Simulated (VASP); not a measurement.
# In3Sb (Pm-3m) in VASP: a series of runs

In3Sb is run at these levels: r2SCAN; tasks: single point.

All numbers are computed with VASP 6.6.1; they aren't measurements. Logs are shortened: lines on timing, memory, paths and dates and some standing lists are left out, and cuts for length are marked.

### Step 1. The cell of the first run

The structure is cubic, space group Pm-3m (No. 221). Conventional cell: a = 4.837 Å, b = 4.837 Å, c = 4.837 Å, α = 90.00°, β = 90.00°, γ = 90.00°. Within 4.5 Å of In (site symmetry 4/mmm) lie 8 In at 3.42 Å and 4 Sb at 3.42 Å. Within 4.5 Å of Sb (site symmetry m-3m) lie 12 In at 3.42 Å.

### Step 2. Single point, r2SCAN

Input file POSCAR:

```
In3Sb
1.0
    4.8369620000      0.0000000000      0.0000000000
    0.0000000000      4.8369620000      0.0000000000
    0.0000000000      0.0000000000      4.8369620000
In Sb
3 1
Direct
    0.5000000000      0.5000000000      0.0000000000
    0.5000000000      0.0000000000      0.5000000000
    0.0000000000      0.5000000000      0.5000000000
    0.0000000000      0.0000000000      0.0000000000
```

Input file INCAR.step1:

```
  ALGO = Normal
  EDIFF = 1E-4
  ENCUT = 520
  GGA = PE
  ISMEAR = 0
  LASPH = True
  LCHARG = False
  LREAL = False
  LWAVE = True
  NBANDS = 30
  NELM = 60
  PREC = Accurate
  SIGMA = 0.1
```

Input file INCAR.step2:

```
  ALGO = Normal
  EDIFF = 1E-7
  ENCUT = 520
  ISIF = 2
  ISMEAR = 0
  ISTART = 1
  LASPH = True
  LCHARG = True
  LELF = True
  LMIXTAU = True
  LREAL = False
  LVHAR = True
  LWAVE = False
  METAGGA = R2SCAN
  NBANDS = 30
  NELM = 60
  PREC = Accurate
  SIGMA = 0.1
```

Input file KPOINTS:

```
k-points
0
Gamma
  1 1 1
```

Potentials or basis: VASP PAW PBE potentials, release 64 (In_d, Sb).

Run with:

```sh
$ cat potpaw_PBE.64/In_d/POTCAR potpaw_PBE.64/Sb/POTCAR > POTCAR
$ cp INCAR.step1 INCAR
$ mpirun -np 1 vasp_gam > vasp.out
$ cp INCAR.step2 INCAR
$ mpirun -np 1 vasp_gam > vasp.out
```

OUTCAR:

```text
EDIFF = 1E-7
   ENCUT = 520
   ISIF = 2
   ISMEAR = 0
   ISTART = 1
   LASPH = True
   LREAL = False
   METAGGA = R2SCAN
   NELM = 60
   PREC = Accurate

 ion  position               nearest neighbor table
   1  0.500  0.500  0.000-   2 3.42   3 3.42   4 3.42   2 3.42   3 3.42   2 3.42   4 3.42   2 3.42
                             3 3.42   4 3.42   3 3.42   4 3.42
   2  0.500  0.000  0.500-   1 3.42   3 3.42   4 3.42   1 3.42   4 3.42   1 3.42   3 3.42   1 3.42
                             3 3.42   4 3.42   4 3.42   3 3.42
   3  0.000  0.500  0.500-   1 3.42   2 3.42   4 3.42   1 3.42   4 3.42   2 3.42   4 3.42   4 3.42
                             1 3.42   2 3.42   1 3.42   2 3.42
   4  0.000  0.000  0.000-   1 3.42   2 3.42   3 3.42   2 3.42   3 3.42   1 3.42   3 3.42   3 3.42
                             1 3.42   2 3.42   2 3.42   1 3.42

  LATTYP: Found a simple cubic cell.
 ALAT       =     4.8369620000

  Lattice vectors:

 A1 = (   4.8369620000,   0.0000000000,   0.0000000000)
 A2 = (   0.0000000000,   4.8369620000,   0.0000000000)
 A3 = (   0.0000000000,   0.0000000000,   4.8369620000)

Analysis of symmetry for initial positions (statically):
=====================================================================
 Subroutine PRICEL returns:
 Original cell was already a primitive cell.

 Routine SETGRP: Setting up the symmetry group for a
 simple cubic supercell.

 Subroutine GETGRP returns: Found 48 space group operations
 (whereof 48 operations were pure point group operations)
 out of a pool of 48 trial point group operations.

The static configuration has the point symmetry O_h .

Analysis of symmetry for dynamics (positions and initial velocities):
=====================================================================
 Subroutine PRICEL returns:
 Original cell was already a primitive cell.

 Routine SETGRP: Setting up the symmetry group for a
 simple cubic supercell.

 Subroutine GETGRP returns: Found 48 space group operations
 (whereof 48 operations were pure point group operations)
 out of a pool of 48 trial point group operations.

The dynamic configuration has the point symmetry O_h .

 Subroutine INISYM returns: Found 48 space group operations
 (whereof 48 operations are pure point group operations),
 and found     1 'primitive' translations

----------------------------------------------------------------------------------------

                                     Primitive cell

  volume of cell :     113.1665

  direct lattice vectors                    reciprocal lattice vectors
     4.836962000  0.000000000  0.000000000     0.206741339  0.000000000  0.000000000
     0.000000000  4.836962000  0.000000000     0.000000000  0.206741339  0.000000000
     0.000000000  0.000000000  4.836962000     0.000000000  0.000000000  0.206741339

  length of vectors
     4.836962000  4.836962000  4.836962000     0.206741339  0.206741339  0.206741339

  position of ions in fractional coordinates (direct lattice)
     0.500000000  0.500000000  0.000000000
     0.500000000  0.000000000  0.500000000
     0.000000000  0.500000000  0.500000000
     0.000000000  0.000000000  0.000000000

  ion indices of the primitive-cell ions
   primitive index   ion index
                 1           1
                 2           2
                 3           3
                 4           4

----------------------------------------------------------------------------------------

 KPOINTS: k-points

Automatic generation of k-mesh.
 Grid dimensions read from file:
 generate k-points for:    1    1    1

 Generating k-lattice:

  Cartesian coordinates                     Fractional coordinates (reciprocal lattice)
     0.206741339  0.000000000  0.000000000     1.000000000  0.000000000  0.000000000
     0.000000000  0.206741339  0.000000000     0.000000000  1.000000000  0.000000000
     0.000000000  0.000000000  0.206741339     0.000000000  0.000000000  1.000000000

  Length of vectors
     0.206741339  0.206741339  0.206741339

  Shift w.r.t. Gamma in fractional coordinates (k-lattice)
     0.000000000  0.000000000  0.000000000

 Subroutine IBZKPT returns following result:
 ===========================================

 Found      1 irreducible k-points:

 Following reciprocal coordinates:
            Coordinates               Weight
  0.000000  0.000000  0.000000      1.000000
   k-points           NKPTS =      1   k-points in BZ     NKDIM =      1   number of bands    NBANDS=     30
   number of dos      NEDOS =    301   number of ions     NIONS =      4
   total plane-waves  NPLWV =  46656
   dimension x,y,z NGX =    36 NGY =   36 NGZ =   36
   dimension x,y,z NGXF=    72 NGYF=   72 NGZF=   72
   ions per type =               3   1
   NGX,Y,Z   is equivalent  to a cutoff of  12.37, 12.37, 12.37 a.u.
   NGXF,Y,Z  is equivalent  to a cutoff of  24.75, 24.75, 24.75 a.u.
 SYSTEM =  unknown system
   PREC   = accura    normal or accurate (medium, high low for compatibility)
   ISTART =      1    job   : 0-new  1-cont  2-samecut
   ICHARG =      0    charge: 1-file 2-atom 10-const
   ISPIN  =      1    spin polarized calculation?
   LNONCOLLINEAR =      F non collinear calculations
   LSORBIT =      F    spin-orbit coupling
   LASPH  =      T    aspherical Exc in radial PAW
   ENCUT  =  520.0 eV  38.22 Ry    6.18 a.u.   8.99  8.99  8.99*2*pi/ulx,y,z
   NELM   =     60;   NELMIN=  2; NELMDL=  0     # of ELM steps
   EDIFF  = 0.1E-06   stopping-criterion for ELM
   LREAL  =      F    real-space projection
   EDIFFG = 0.1E-05   stopping-criterion for IOM
   NSW    =      0    number of steps for IOM
   IBRION =     -1    ionic relax: 0-MD 1-quasi-New 2-CG
   NFREE  =      0    steps in history (QN), initial steepest desc. (CG)
   ISIF   =      2    stress and relaxation
   ISYM   =      2    0-nonsym 1-usesym 2-fastsym
   POTIM  = 0.5000    time-step for ionic-motion
   TEBEG  =    0.0;   TEEND  =   0.0 temperature during run
   PSTRESS=    0.0 pullay stress
   NELECT =      44.0000    total number of electrons
   NUPDOWN=      -1.0000    fix difference up-down
   EMIN   =  10.00;   EMAX   =-10.00  energy-range for DOS
   EFERMI =   0.00;   METHOD = LEGACY
   ISMEAR =     0;   SIGMA  =   0.10  broadening in eV -4-tet -1-fermi 0-gaus
   EFERMI_NEDOS =   21; number of points for ismear=-14 and -15
   IALGO  =     38    algorithm
   IMIX   =      4    mixing-type and parameters
     AMIX     =   0.40;   BMIX     =  1.00
     AMIX_MAG =   1.60;   BMIX_MAG =  1.00
  volume/ion in A,a.u.               =      28.29       190.92
  Fermi-wavevector in a.u.,A,eV,Ry     =   1.194867  2.257972 19.425148  1.427708
  Thomas-Fermi vector in A             =   2.330847
   LORBIT       =      0    0 simple, 1 ext, 2 COOP (PROOUT), +10 PAW based schemes
   METAGGA = R2SCAN    functional components
   LHFCALC =     F    Hartree Fock is set to
   AEXX    =    0.0000 exact exchange contribution
   IVDW    =     0    specifies the selected vdW correction
   LEPSILON=     F    determine dielectric tensor
   LRPA    =     F    only Hartree local field effects (RPA)
 non-spin polarized calculation
 Gauss-broadening in eV      SIGMA  =   0.10
  energy-cutoff  :      520.00
  volume of cell :      113.17
 maximum number of plane-waves:      1485
 NGX is ok and might be reduce to    36
   NGX = 17   NGY = 17   NGZ = 17

 number of electron      43.9999994 magnetization

 Free energy of the ion-electron system (eV)
  ---------------------------------------------------
  ext. energy  EPLUGINS =         0.00000000
  ---------------------------------------------------
  free energy    TOTEN  =       -93.17731464 eV

  energy without entropy =      -93.17731464  energy(sigma->0) =      -93.17731464

 E-fermi :   5.1075     XC(G=0): -10.4903

 val. band max:        4.6086437139   @ k =   0.0000   0.0000   0.0000
 cond. band min:       9.2397994696   @ k =   0.0000   0.0000   0.0000
 fundamental gap:      4.6311557557
 Fermi energy:         5.1075460202

 k-point     1 :       0.0000    0.0000    0.0000
  band No.  band energies     occupation
      1      -8.1625      2.00000
      2      -8.1223      2.00000
      3      -8.1223      2.00000
      4      -8.1223      2.00000
      5      -7.9042      2.00000
      6      -7.9042      2.00000
[... 22 lines left out ...]
     29      13.3216      0.00000
     30      13.7191      0.00000

------------------------ aborting loop because EDIFF is reached ----------------------------------------

  FORCE on cell =-STRESS in cart. coord.  units (eV):
  Direction    XX          YY          ZZ          XY          YZ          ZX
  --------------------------------------------------------------------------------------
  -------------------------------------------------------------------------------------
  Total        3.2686447      3.2686447      3.2686447      0.0000000     -0.0000000      0.0000000
  in kB       46.2764753     46.2764753     46.2764753      0.0000000     -0.0000000      0.0000000
  external PRESSURE =      46.2764753 kB  Pullay stress =       0.0000000 kB

 VOLUME and BASIS-vectors are now :
 -----------------------------------------------------------------------------
  energy-cutoff  :      520.00
  volume of cell :      113.17
      direct lattice vectors                 reciprocal lattice vectors
     4.836962000  0.000000000  0.000000000     0.206741339  0.000000000  0.000000000
     0.000000000  4.836962000  0.000000000     0.000000000  0.206741339  0.000000000
     0.000000000  0.000000000  4.836962000     0.000000000  0.000000000  0.206741339

 POSITION                                       TOTAL-FORCE (eV/Angst)
 -----------------------------------------------------------------------------------
      2.41848      2.41848      0.00000         0.000000      0.000000      0.000000
      2.41848      0.00000      2.41848         0.000000      0.000000      0.000000
      0.00000      2.41848      2.41848         0.000000      0.000000      0.000000
      0.00000      0.00000      0.00000         0.000000      0.000000      0.000000
 -----------------------------------------------------------------------------------
    total drift:                                0.000000      0.000000      0.000000

  FREE ENERGIE OF THE ION-ELECTRON SYSTEM (eV)
  ---------------------------------------------------
  free  energy   TOTEN  =       -93.1773146406 eV

  energy  without entropy=      -93.1773146406  energy(sigma->0) =      -93.17731464
```

Wall time 20 s (1 thread of AMD EPYC 9R45 (Zen 5), shared host); peak memory 0.18 GiB.

Results:

* Free energy: -93.1773 eV
* Pressure: 4.6 GPa
* Band gap on the k mesh: 4.63 eV

Caveat: the k points lie up to 1.30 Å⁻¹ apart; the PAW data sets were made with another functional, which shifts forces and pressure a little; spin-orbit coupling is left out, which moves the levels of the heavy elements. A k mesh can miss the band edges.

### Step 3. Single point, r2SCAN

POSCAR is that of step 2.

Input file INCAR.step1:

```
PREC = Accurate ; ENCUT = 520
ISMEAR = 0 ; SIGMA = 0.1
LREAL = F ; LASPH = T
NELM = 80 ; NBANDS = 30
GGA = PE ; ALGO = Normal
EDIFF = 1E-4 ; LWAVE = T
LCHARG = F
```

Input file INCAR.step2:

```
PREC = Accurate ; ENCUT = 520
EDIFF = 1E-6 ; ISMEAR = 0
SIGMA = 0.1 ; LREAL = F
LASPH = T ; NELM = 80
ALGO = Normal ; ISIF = 2
LWAVE = F ; LCHARG = T
METAGGA = R2SCAN ; LMIXTAU = T
LELF = T ; LVHAR = T
NBANDS = 30 ; ISTART = 1
```

Input file KPOINTS:

```
regular mesh
0
Gamma
  2 2 2
```

Potentials or basis: VASP PAW PBE potentials, release 64 (In_d, Sb).

Run with:

```sh
$ cat potpaw_PBE.64/In_d/POTCAR potpaw_PBE.64/Sb/POTCAR > POTCAR
$ cp INCAR.step1 INCAR
$ mpirun -np 1 vasp_std > vasp.out
$ cp INCAR.step2 INCAR
$ mpirun -np 1 vasp_std > vasp.out
```

Run time: 43 s. Hardware: 1 thread of AMD EPYC 9R45 (Zen 5), shared host; peak memory 0.19 GiB.

The run converged. Its results:

```
Free energy            : -91.8629 eV
Pressure               : -1.6 GPa
Band gap on the k mesh : zero (band 22 reaches 7.22 eV, above the bottom of band 23 at 3.63 eV)
```

Levels at points of the mesh, in eV from the Fermi level:
```
           k point  band 20  band 21  band 22  band 23  band 24  band 25
(0.00, 0.00, 0.00)    -3.16    -2.32    -2.32     2.28     2.28     2.28
(0.50, 0.00, 0.00)    -1.83    -1.75    -0.33    -0.33     0.15     1.26
(0.50, 0.50, 0.00)    -0.85    -0.03     0.32     0.32     1.51     1.52
(0.50, 0.50, 0.50)    -4.23    -4.23    -4.23    -3.28     5.44     5.44
```

Caveat: the k points lie up to 0.65 Å⁻¹ apart; the PAW data sets were made with another functional, which shifts forces and pressure a little; spin-orbit coupling is left out, which moves the levels of the heavy elements.

[end of part 1 of 2]
